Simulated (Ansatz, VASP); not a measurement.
**Ga: VASP beside Ansatz**

File INCAR:

```
PREC     = Accurate       # precision mode
ENCUT    = 520            # plane-wave cutoff, eV
EDIFF    = 1E-8           # SCF threshold, eV
ISMEAR   = -1             # smearing method
SIGMA    = 0.05           # smearing width, eV
LREAL    = False          # projectors in reciprocal space
LASPH    = True           # aspherical terms in the spheres
NELM     = 60             # most SCF steps
ALGO     = Normal         # electronic algorithm
ISIF     = 2              # what is computed and relaxed
LWAVE    = False          # write WAVECAR
LCHARG   = False          # write CHGCAR
GGA      = PS             # functional
LEFG     = True         
NBANDS   = 20             # bands
```

File KPOINTS:

```
Automatic mesh
0
Gamma
  11 11 6
```

POSCAR

```
Ga
1.0
    3.0031658500      0.0000000000      0.0000000000
   -1.5015829250      2.6008179178      0.0000000000
    0.0000000000      0.0000000000      4.8651286769
Ga
2
Direct
    0.2333333333      0.6166666667      0.1750000000
    0.7666666667      0.3833333333      0.8250000000
```

Input for Ansatz:

```yaml
crystal:
  lattice:
    - [3.00316585, 0.0, 0.0]
    - [-1.501582925, 2.6008179178, 0.0]
    - [0.0, 0.0, 4.8651286769]
  atoms:
    - { symbol: Ga, position: [0.2333333333, 0.6166666667, 0.175] }
    - { symbol: Ga, position: [0.7666666667, 0.3833333333, 0.825] }
kpoints:
  mp_grid: { grid: [11, 11, 6] }
scf:
  occupations: { method: fermi_dirac, width: 0.05 }
hamiltonian:
  xc: pbesol
  pseudopotentials: { kind: all_electron, datasets: crystal }
output:
  forces: true
  stress: true
  eigenvalues: true
  efg: { contact_densities: true }
```

Change from the starting cell: shortest bond scaled by 0.7, crystal datasets.

Alike in both runs: task electric field gradients; functional PBEsol; k mesh 11 × 11 × 6; occupations fermi-dirac, width 0.05 eV; no spin polarisation.

|  | VASP | Ansatz |
| --- | --- | --- |
| version | VASP 6.6.1 | Ansatz 0.2.0 |
| potentials or method | VASP PAW PBE potentials, release 64 (Ga_d), cutoff 520 eV | all-electron PAW with datasets made for the crystal, scalar-relativistic |

|  | VASP | Ansatz | Ansatz less VASP |
| --- | --- | --- | --- |
| pressure (GPa) | 15.2 | 15.0 | -0.23 |
| traceless stress, the component that is largest in VASP (GPa) | 15.10 | 14.92 | -0.183 |
| rms of the force components (eV/Å) | 3.299 | 3.267 | -0.0319 |
| size of Vzz on the site where it differs most (V/Å²) | 67.2 | 56.2 | -11.01 |

VASP's potentials were made for PBE, not for PBEsol. Atom by atom the forces differ by 0.032 eV/Å (rms over components). Ansatz ran all-electron here, and VASP with PAW potentials.
